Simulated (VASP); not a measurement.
# Al32O (a cell with a defect) in VASP: notebook

Runs on Al32O (a cell with a defect). Level: PBEsol. Tasks: single point.

All numbers are computed with VASP 6.6.1; they aren't measurements. Logs are shortened: lines on timing, memory, paths and dates and some standing lists are left out, and cuts for length are marked.

### 1 The cell of the first run

The cell holds a defect, 33 atoms: a = 8.100 Å, b = 8.100 Å, c = 8.100 Å, α = 90.00°, β = 90.00°, γ = 90.00°.

### 2 Single point, PBEsol

File INCAR:

```
SYSTEM = Al32O
PREC     = Accurate       ! precision mode
ENCUT    = 520            ! plane-wave cutoff, eV
EDIFF    = 1E-6           ! SCF threshold, eV
ISMEAR   = -1             ! smearing method
SIGMA    = 0.15           ! smearing width, eV
LREAL    = Auto         
LASPH    = .True.         ! aspherical terms in the spheres
NELM     = 100            ! most SCF steps
ALGO     = Normal         ! electronic algorithm
ISIF     = 2              ! what is computed and relaxed
LWAVE    = .False.        ! write WAVECAR
LCHARG   = .False.        ! write CHGCAR
GGA      = PS             ! functional
NBANDS   = 73             ! bands
```

File KPOINTS:

```
regular mesh
0
Gamma
  2 2 2
  0 0 0
```

File POSCAR:

```
Al32O
1.0
    8.1000000000      0.0000000000      0.0000000000
    0.0000000000      8.1000000000      0.0000000000
    0.0000000000      0.0000000000      8.1000000000
Al O
32 1
Direct
    0.5010422222      0.0025976543     -0.0000135802
    0.7459006173      0.2401911111     -0.0019814815
    0.7513876543      0.0015195062      0.2493437037
    0.0018669136     -0.0013249383      0.0001455556
    0.2538927160      0.2481269136      0.0038229630
    0.5122897531      0.4983748148      0.0049953086
    0.7495170370      0.7572841975     -0.0011645679
    0.2500243210      0.0025993827      0.2510019753
    0.5025486420      0.2475279012      0.2524985185
    0.7450628395      0.5022234568      0.2579664198
    0.4993745679      0.0015119753      0.5013679012
    0.7478230864      0.2491404938      0.4977955556
    0.7407135802      0.0041830864      0.7478074074
   -0.0274360494      0.4905751852      0.0086193827
    0.2588471605      0.7496024691      0.0087766667
    0.0017258025      0.2509746914      0.2503048148
    0.2550655556      0.4983566667      0.2623566667
    0.5028361728      0.7526917284      0.2527997531
   -0.0021735802      0.0041822222      0.4906972840
    0.2480481481      0.2401282716      0.4958593827
    0.5080497531      0.5022369136      0.4950440741
    0.7448353086      0.7540424691      0.4948192593
    0.2501945679     -0.0013386420      0.7518376543
    0.5003224691      0.2509920988      0.7517171605
    0.7485132099      0.5007087654      0.7451485185
    0.0006303704      0.7492530864      0.2533387654
   -0.0048509877      0.5007201235      0.4985048148
    0.2488646914      0.7573064198      0.4995093827
   -0.0050800000      0.2387666667      0.7448695062
    0.2586264198      0.4905788889      0.7224632099
    0.5033193827      0.7492211111      0.7506256790
   -0.0078996296      0.7589943210      0.7420392593
    0.1397422222      0.5910450617      0.8896119753
```

Potentials or basis: VASP PAW PBE potentials, release 64 (Al, O).

Command:

```
cat potpaw_PBE.64/Al/POTCAR potpaw_PBE.64/O/POTCAR > POTCAR
mpirun -np 1 vasp_std > vasp.out
```

OUTCAR:

```text
SYSTEM = Al32O
   PREC = Accurate
   ENCUT = 520
   EDIFF = 1E-6
   ISMEAR = -1
   LREAL = Auto
   LASPH = .True.
   NELM = 100
   ISIF = 2
   GGA = PS

 ion  position               nearest neighbor table
   1  0.501  0.003  1.000-   2 2.76  13 2.82   5 2.82   7 2.83  15 2.84  24 2.84   9 2.85  23 2.86
                             3 2.86   8 2.88  18 2.88  31 2.88
   2  0.746  0.240  0.998-  14 2.74   1 2.76  13 2.79   3 2.81  24 2.82   6 2.82   4 2.85   9 2.85
                            29 2.88  16 2.91  25 2.94  10 2.99
   3  0.751  0.002  0.249-  19 2.79   2 2.81  22 2.82   7 2.83   9 2.83  12 2.84  18 2.85   4 2.86
                             1 2.86  16 2.86  26 2.87  11 2.89
   4  0.002  0.999  0.000-   7 2.83  29 2.84  23 2.84   2 2.85  32 2.85   8 2.86   3 2.86   5 2.87
                            16 2.88  26 2.88  15 2.90  13 2.94
   5  0.254  0.248  0.004-   1 2.82   8 2.82   9 2.85  24 2.86  16 2.86  23 2.87   4 2.87   6 2.91
                            17 2.91  29 2.97  14 3.01  30 3.01
   6  0.512  0.498  0.005-  10 2.78   2 2.82  25 2.84   7 2.84   9 2.86  24 2.87  18 2.88  15 2.89
                            31 2.89   5 2.91  17 2.95  30 3.08
   7  0.750  0.757  0.999-  14 2.82   1 2.83   4 2.83  31 2.83   3 2.83   6 2.84  13 2.85  32 2.86
                            18 2.87  26 2.90  25 2.92  10 2.95
   8  0.250  0.003  0.251-  20 2.76  19 2.82   5 2.82  28 2.83  15 2.84  16 2.84   9 2.85   4 2.86
                            11 2.86   1 2.88  18 2.88  26 2.88
   9  0.503  0.248  0.252-  12 2.81   3 2.83  11 2.83   5 2.85  10 2.85  21 2.85   1 2.85   8 2.85
[... 32 lines left out ...]
                            22 2.88  29 2.91   7 2.92   2 2.94
  26  0.001  0.749  0.253-  19 2.82  27 2.83  28 2.83  22 2.85   3 2.87   4 2.88  10 2.88   8 2.88
                            15 2.88  14 2.89  17 2.90   7 2.90
  27  0.995  0.501  0.499-  30 2.80  10 2.81  25 2.83  26 2.83  17 2.84  16 2.85  12 2.86  32 2.88
                            22 2.88  29 2.91  28 2.92  20 2.94
  28  0.249  0.757  0.500-  30 2.82  23 2.83   8 2.83  26 2.83  11 2.83  17 2.84  19 2.85  32 2.86
                            18 2.87  31 2.90  27 2.92  21 2.95
  29  0.995  0.239  0.745-  19 2.80  13 2.80  12 2.83   4 2.84  23 2.84  20 2.88   2 2.88  27 2.91
                            25 2.91  30 2.96  14 2.96   5 2.97
  30  0.259  0.491  0.722-  33 1.85  21 2.74  20 2.74  24 2.77  27 2.80  28 2.82  31 2.89  29 2.96
                             5 3.01  32 3.07   6 3.08  15 3.13  14 3.28
  31  0.503  0.749  0.751-  13 2.82  25 2.83   7 2.83  22 2.85  11 2.87  23 2.88  21 2.88   1 2.88
                            15 2.88  30 2.89   6 2.89  28 2.90
  32  0.992  0.759  0.742-  33 2.17  22 2.83  19 2.84  13 2.84  23 2.85   4 2.85  28 2.86   7 2.86
                            27 2.88  25 2.88  15 3.06  30 3.07  14 3.07
  33  0.140  0.591  0.890-  30 1.85  14 1.85  15 1.87  32 2.17

  LATTYP: Found a simple cubic cell.
 ALAT       =     8.1000000000

  Lattice vectors:

 A1 = (   8.1000000000,   0.0000000000,   0.0000000000)
 A2 = (   0.0000000000,   8.1000000000,   0.0000000000)
 A3 = (   0.0000000000,   0.0000000000,   8.1000000000)

Analysis of symmetry for initial positions (statically):
=====================================================================
 Subroutine PRICEL returns:
 Original cell was already a primitive cell.

 Routine SETGRP: Setting up the symmetry group for a
 simple cubic supercell.

 Subroutine GETGRP returns: Found  1 space group operations
 (whereof  1 operations were pure point group operations)
 out of a pool of 48 trial point group operations.

The static configuration has the point symmetry C_1 .

Analysis of symmetry for dynamics (positions and initial velocities):
=====================================================================
 Subroutine PRICEL returns:
 Original cell was already a primitive cell.

 Routine SETGRP: Setting up the symmetry group for a
 simple cubic supercell.

 Subroutine GETGRP returns: Found  1 space group operations
 (whereof  1 operations were pure point group operations)
 out of a pool of 48 trial point group operations.

The dynamic configuration has the point symmetry C_1 .

 Subroutine INISYM returns: Found  1 space group operations
 (whereof  1 operations are pure point group operations),
 and found     1 'primitive' translations

----------------------------------------------------------------------------------------

                                     Primitive cell

  volume of cell :     531.4410

  direct lattice vectors                    reciprocal lattice vectors
     8.100000000  0.000000000  0.000000000     0.123456790  0.000000000  0.000000000
     0.000000000  8.100000000  0.000000000     0.000000000  0.123456790  0.000000000
[... 87 lines left out ...]
     0.061728395  0.000000000  0.000000000     0.500000000  0.000000000  0.000000000
[... 30 lines left out ...]
   NGX,Y,Z   is equivalent  to a cutoff of  12.31, 12.31, 12.31 a.u.
   NGXF,Y,Z  is equivalent  to a cutoff of  24.63, 24.63, 24.63 a.u.
 SYSTEM =  Al32O
   PREC   = accura    normal or accurate (medium, high low for compatibility)
   ISTART =      0    job   : 0-new  1-cont  2-samecut
   ICHARG =      2    charge: 1-file 2-atom 10-const
   ISPIN  =      1    spin polarized calculation?
   LNONCOLLINEAR =      F non collinear calculations
   LSORBIT =      F    spin-orbit coupling
   LASPH  =      T    aspherical Exc in radial PAW
   ENCUT  =  520.0 eV  38.22 Ry    6.18 a.u.  15.06 15.06 15.06*2*pi/ulx,y,z
   NELM   =    100;   NELMIN=  2; NELMDL= -5     # of ELM steps
   EDIFF  = 0.1E-05   stopping-criterion for ELM
   LREAL  =      T    real-space projection
   EDIFFG = 0.1E-04   stopping-criterion for IOM
   NSW    =      0    number of steps for IOM
   IBRION =     -1    ionic relax: 0-MD 1-quasi-New 2-CG
   NFREE  =      0    steps in history (QN), initial steepest desc. (CG)
   ISIF   =      2    stress and relaxation
   ISYM   =      2    0-nonsym 1-usesym 2-fastsym
   POTIM  = 0.5000    time-step for ionic-motion
   TEBEG  =    0.0;   TEEND  =   0.0 temperature during run
   PSTRESS=    0.0 pullay stress
   NELECT =     102.0000    total number of electrons
   NUPDOWN=      -1.0000    fix difference up-down
   EMIN   =  10.00;   EMAX   =-10.00  energy-range for DOS
   EFERMI =   0.00;   METHOD = LEGACY
   ISMEAR =    -1;   SIGMA  =   0.15  broadening in eV -4-tet -1-fermi 0-gaus
   EFERMI_NEDOS =   21; number of points for ismear=-14 and -15
   IALGO  =     38    algorithm
   IMIX   =      4    mixing-type and parameters
     AMIX     =   0.40;   BMIX     =  1.00
     AMIX_MAG =   1.60;   BMIX_MAG =  1.00
  volume/ion in A,a.u.               =      16.10       108.68
  Fermi-wavevector in a.u.,A,eV,Ry     =   0.944329  1.784523 12.133087  0.891757
  Thomas-Fermi vector in A             =   2.072123
   LORBIT       =      0    0 simple, 1 ext, 2 COOP (PROOUT), +10 PAW based schemes
   GGA     = PS    functional components
   LHFCALC =     F    Hartree Fock is set to
   AEXX    =    0.0000 exact exchange contribution
   IVDW    =     0    specifies the selected vdW correction
   LEPSILON=     F    determine dielectric tensor
   LRPA    =     F    only Hartree local field effects (RPA)
 non-spin polarized calculation
  energy-cutoff  :      520.00
  volume of cell :      531.44
 maximum number of plane-waves:     14400
   NGX = 31   NGY = 31   NGZ = 31

 number of electron     101.9999996 magnetization

 Free energy of the ion-electron system (eV)
  ---------------------------------------------------
  ext. energy  EPLUGINS =         0.00000000
  ---------------------------------------------------
  free energy    TOTEN  =      -139.93639030 eV

  energy without entropy =     -138.98322238  energy(sigma->0) =     -139.45980634

 E-fermi :   7.7519     XC(G=0): -10.3000

 val. band max:        7.6636577931   @ k =   0.5000   0.0000   0.0000
 cond. band min:       7.7668773001   @ k =   0.5000   0.0000   0.0000
 fundamental gap:      0.1032195070
 Fermi energy:         7.7519243533

 k-point     1 :       0.0000    0.0000    0.0000
  band No.  band energies     occupation
      1     -13.1151      2.00000
      2      -3.0208      2.00000
      3      -1.2640      2.00000
      4      -1.1764      2.00000
      5      -1.0481      2.00000
      6      -0.9299      2.00000
[... 517 lines left out ...]
     62      11.2555      0.00000
     63      11.2697      0.00000
 [bands above 63 left out]

------------------------ aborting loop because EDIFF is reached ----------------------------------------

  FORCE on cell =-STRESS in cart. coord.  units (eV):
  Direction    XX          YY          ZZ          XY          YZ          ZX
  --------------------------------------------------------------------------------------
  -------------------------------------------------------------------------------------
  Total       -1.6182309     -2.3750617     -1.6136212      0.2109829      0.2162725      0.3245108
  in kB       -4.8786090     -7.1602869     -4.8647117      0.6360668      0.6520139      0.9783285
  external PRESSURE =      -5.6345359 kB  Pullay stress =       0.0000000 kB

 VOLUME and BASIS-vectors are now :
 -----------------------------------------------------------------------------
  energy-cutoff  :      520.00
  volume of cell :      531.44
      direct lattice vectors                 reciprocal lattice vectors
     8.100000000  0.000000000  0.000000000     0.123456790  0.000000000  0.000000000
     0.000000000  8.100000000  0.000000000     0.000000000  0.123456790  0.000000000
     0.000000000  0.000000000  8.100000000     0.000000000  0.000000000  0.123456790

 POSITION                                       TOTAL-FORCE (eV/Angst)
 -----------------------------------------------------------------------------------
      4.05844      0.02104      8.09989         0.033437      0.011301     -0.008922
      6.04180      1.94555      8.08395        -0.035599      0.003781      0.004208
      6.08624      0.01231      2.01968        -0.021264     -0.003957      0.000676
      0.01512      8.08927      0.00118        -0.014353     -0.018385     -0.000002
      2.05653      2.00983      0.03097        -0.017498     -0.116933     -0.015761
      4.14955      4.03684      0.04046        -0.103840     -0.025793     -0.031565
[... 25 lines left out ...]
      8.03601      6.14785      6.01052         0.126324     -0.182934      0.127955
      1.13191      4.78746      7.20586        -0.432457      0.856334     -0.421436
 -----------------------------------------------------------------------------------
    total drift:                                0.019057      0.012089      0.020664

  FREE ENERGIE OF THE ION-ELECTRON SYSTEM (eV)
  ---------------------------------------------------
  free  energy   TOTEN  =      -139.9363902980 eV

  energy  without entropy=     -138.9832223785  energy(sigma->0) =     -139.45980634
```

Wall time 8.4 min (1 thread of Intel Xeon Platinum 8259CL at 2.50GHz (Skylake/Cascade Lake), shared host); peak memory 0.56 GiB.

Results:

* Free energy: -139.9364 eV
* Pressure: -0.6 GPa
* Largest force: 1.048 eV/Å
* Band gap on the k mesh: zero (bands 51 and 52 overlap by 0.86 eV)

Forces on the atoms (eV/Å):
```
Al   0.033  0.011 -0.009
Al  -0.036  0.004  0.004
Al  -0.021 -0.004  0.001
Al  -0.014 -0.018  0.000
Al  -0.017 -0.117 -0.016
Al  -0.104 -0.026 -0.032
Al  -0.011 -0.080  0.015
Al  -0.009  0.011  0.032
Al   0.005 -0.017  0.006
Al  -0.005 -0.010 -0.032
Al   0.002 -0.003 -0.021
Al   0.010 -0.005  0.010
Al   0.049 -0.007  0.002
Al   0.157 -0.125  0.057
Al   0.093  0.149  0.095
Al  -0.006 -0.059  0.026
Al  -0.034 -0.025 -0.106
Al   0.033 -0.017  0.034
Al   0.001 -0.007  0.049
Al   0.005  0.005 -0.035
Al  -0.033 -0.011 -0.005
Al   0.015 -0.022  0.015
Al   0.001 -0.018 -0.015
Al   0.027 -0.060 -0.007
Al  -0.024 -0.028  0.034
Al  -0.014 -0.002  0.027
Al   0.033 -0.028 -0.026
Al   0.015 -0.081 -0.013
Al   0.067  0.045  0.068
Al   0.060 -0.128  0.152
Al   0.030 -0.001 -0.016
Al   0.126 -0.183  0.128
O   -0.432  0.856 -0.421
```

Levels at points of the mesh, in eV from the Fermi level:
| k point | band 49 | band 50 | band 51 | band 52 | band 53 | band 54 |
| --- | --- | --- | --- | --- | --- | --- |
| (0.00, 0.00, 0.00) | 0.25 | 0.25 | 0.35 | 0.48 | 0.53 | 0.61 |
| (0.50, 0.00, 0.00) | -0.22 | -0.16 | -0.13 | -0.09 | 0.01 | 0.15 |
| (0.00, 0.50, 0.00) | -0.21 | -0.15 | -0.13 | -0.10 | 0.09 | 0.18 |
| (0.00, 0.00, 0.50) | -0.22 | -0.16 | -0.13 | -0.09 | 0.02 | 0.15 |
| (0.50, 0.50, 0.00) | -0.19 | -0.16 | 0.10 | 0.61 | 0.98 | 0.99 |
| (0.00, 0.50, 0.50) | -0.19 | -0.16 | 0.10 | 0.61 | 0.98 | 0.99 |
| (0.50, 0.00, 0.50) | -0.20 | -0.12 | 0.08 | 0.62 | 0.97 | 1.01 |
| (0.50, 0.50, 0.50) | -0.55 | -0.53 | -0.52 | -0.51 | -0.49 | -0.45 |

Caveat: the k points lie up to 0.39 Å⁻¹ apart, too coarse for converged energies and pressures of a metal; the PAW data sets were made with another functional, which shifts forces and pressure a little.

### 3 Single point, PBEsol

File INCAR:

```
ALGO = Normal
EDIFF = 1E-6
ENCUT = 520
GGA = PS
ISIF = 2
ISMEAR = -1
LASPH = T
LCHARG = F
LREAL = Auto
LWAVE = F
NBANDS = 73
NELM = 80
PREC = Accurate
SIGMA = 0.15
```

File KPOINTS:

```
k-points
0
Gamma
  2 2 2
```

File POSCAR:

```
Al32O
1.0
    8.1000000000      0.0000000000      0.0000000000
    0.0000000000      8.1000000000      0.0000000000
    0.0000000000      0.0000000000      8.1000000000
Al O
32 1
Direct
    0.4992690123      0.0009879012      0.0004928395
    0.7475291358      0.2387160494     -0.0020362963
    0.7524770370      0.0006723457      0.2492166667
    0.0027233333     -0.0019141975      0.0001270370
    0.2546109877      0.2526235802      0.0045486420
    0.5172766667      0.4984707407      0.0064544444
    0.7501196296      0.7598351852     -0.0019581481
    0.2505095062      0.0009976543      0.2492574074
    0.5022319753      0.2470153086      0.2522074074
    0.7453501235      0.5012041975      0.2593818519
    0.4992258025      0.0006681481      0.5024790123
    0.7471609877      0.2480198765      0.4971556790
    0.7384374074      0.0031465432      0.7478049383
   -0.0356397531      0.4948887654      0.0063003704
    0.2545400000      0.7418634568      0.0044481481
    0.0021503704      0.2528081481      0.2490440741
    0.2565161728      0.4984558025      0.2673962963
    0.5011249383      0.7524222222      0.2511033333
   -0.0021935802      0.0031419753      0.4884413580
    0.2479776543      0.2386438272      0.4975123457
    0.5094550617      0.5012137037      0.4953540741
    0.7442060494      0.7537866667      0.4942022222
    0.2501504938     -0.0019319753      0.7527162963
    0.4990339506      0.2528317284      0.7521598765
    0.7495295062      0.5008059259      0.7435579012
    0.0012834568      0.7480733333      0.2521016049
   -0.0064753086      0.5008183951      0.4995479012
    0.2480496296      0.7598782716      0.5001453086
   -0.0083444444      0.2352569136      0.7416275309
    0.2563071605      0.4949024691      0.7142881481
    0.5020402469      0.7480306173      0.7513070370
   -0.0137635802      0.7667632099      0.7361990123
    0.1599892593      0.5493850617      0.9098728395
```

Potentials or basis: VASP PAW PBE potentials, release 64 (Al, O).

Command:

```
cat potpaw_PBE.64/Al/POTCAR potpaw_PBE.64/O/POTCAR > POTCAR
mpirun -np 1 vasp_std > vasp.out
```

It took 11 min on 1 thread of Intel Xeon Platinum 8259CL at 2.50GHz (Skylake/Cascade Lake), shared host; peak memory 0.56 GiB.

The run converged. Its results:

* Free energy: -139.4575 eV
* Pressure: -0.3 GPa
* Largest force: 0.808 eV/Å
* Band gap on the k mesh: zero (bands 51 and 52 overlap by 0.87 eV)

Forces on the atoms (eV/Å):
```
Al   0.019  0.000  0.002
Al  -0.032 -0.011  0.001
Al  -0.007 -0.008 -0.002
Al  -0.011 -0.057 -0.003
Al   0.033 -0.225  0.035
Al  -0.061 -0.048 -0.009
Al   0.015 -0.053  0.003
Al   0.002 -0.001  0.017
Al   0.024 -0.033  0.024
Al  -0.004 -0.003 -0.012
Al  -0.001 -0.009 -0.007
Al   0.022 -0.007  0.021
Al   0.011  0.029 -0.004
Al   0.065 -0.105  0.033
Al   0.035  0.108  0.039
Al   0.002 -0.020 -0.012
Al  -0.012 -0.047 -0.066
Al   0.007 -0.014  0.008
Al  -0.004  0.029  0.011
Al   0.002 -0.009 -0.030
Al  -0.012 -0.003 -0.003
Al  -0.023 -0.007 -0.022
Al  -0.004 -0.056 -0.011
Al  -0.011 -0.021  0.001
Al  -0.005 -0.004  0.015
Al  -0.009 -0.006  0.038
Al   0.016 -0.005 -0.006
Al   0.003 -0.054  0.012
Al   0.062  0.014  0.063
Al   0.036 -0.108  0.058
Al   0.041 -0.005 -0.011
Al  -0.020 -0.032 -0.018
O   -0.178  0.771 -0.164
```

Stress tensor (GPa, compression positive):
```
-0.08 -0.11  0.34
-0.11 -0.69 -0.11
 0.34 -0.11 -0.08
```

Levels at points of the mesh, in eV from the Fermi level:
| k point | band 47 | band 48 | band 49 | band 50 | band 51 | band 52 | band 53 | band 54 | band 55 | band 56 |
| --- | --- | --- | --- | --- | --- | --- | --- | --- | --- | --- |
| (0.00, 0.00, 0.00) | -0.37 | -0.11 | 0.22 | 0.23 | 0.39 | 0.39 | 0.46 | 0.59 | 1.02 | 1.25 |
| (0.50, 0.00, 0.00) | -0.59 | -0.27 | -0.22 | -0.17 | -0.13 | -0.06 | -0.03 | 0.06 | 0.47 | 1.09 |
| (0.00, 0.50, 0.00) | -0.59 | -0.43 | -0.20 | -0.16 | -0.14 | -0.10 | 0.15 | 0.15 | 0.26 | 1.20 |
| (0.00, 0.00, 0.50) | -0.59 | -0.27 | -0.22 | -0.17 | -0.13 | -0.06 | -0.03 | 0.06 | 0.47 | 1.09 |
| (0.50, 0.50, 0.00) | -0.65 | -0.31 | -0.23 | -0.12 | 0.06 | 0.56 | 0.97 | 1.01 | 1.04 | 1.09 |
| (0.00, 0.50, 0.50) | -0.65 | -0.31 | -0.23 | -0.12 | 0.06 | 0.56 | 0.97 | 1.01 | 1.04 | 1.09 |
| (0.50, 0.00, 0.50) | -0.75 | -0.34 | -0.23 | -0.07 | -0.03 | 0.57 | 0.99 | 1.01 | 1.03 | 1.05 |
| (0.50, 0.50, 0.50) | -0.56 | -0.56 | -0.55 | -0.53 | -0.51 | -0.49 | -0.47 | -0.44 | -0.41 | -0.40 |

Caveat: the k points lie up to 0.39 Å⁻¹ apart, too coarse for converged energies and pressures of a metal; the PAW data sets were made with another functional, which shifts forces and pressure a little.

The gap in the log of VASP goes by the Fermi energy; the results here count the filled bands.